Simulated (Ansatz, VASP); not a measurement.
**TaN in VASP and in Ansatz**

```
CELL_PARAMETERS angstrom
2.92319 0.00000 0.00000
-1.46160 2.53156 0.00000
0.00000 0.00000 2.98721
ATOMIC_POSITIONS crystal
Ta 0.33333 0.66667 0.50000
N 0.00000 0.00000 0.00000
```

Alike in both runs: task single point; functional PBEsol; k mesh 21 × 21 × 18; occupations gaussian, width 0.15 eV; no spin polarisation.

|  | VASP | Ansatz |
| --- | --- | --- |
| version | VASP 6.6.1 | Ansatz 0.2.0 |
| potentials or method | VASP PAW PBE potentials, release 64 (Ta_pv, N), cutoff 520 eV | scalar-relativistic, plane waves, PAW |
| valence electrons in the cell | 16 | 18 |

```csv
,VASP,Ansatz,Ansatz less VASP
gap on the k mesh at the Fermi level (eV),none,none,-
pressure (GPa),-13.1,-13.7,-0.65
"traceless stress, the component that is largest in VASP (GPa)",-16.83,-16.94,-0.109
```

VASP's potentials were made for PBE, not for PBEsol. A gap of «none» marks a metal or a gap that the smearing closes. The functional is the same, so the differences come from potentials, cutoffs and numerics. VASP's potentials hold 16 valence electrons a cell and Ansatz's 18, so a difference there can come from the potentials and not from the codes.

Spin-orbit coupling is off throughout.
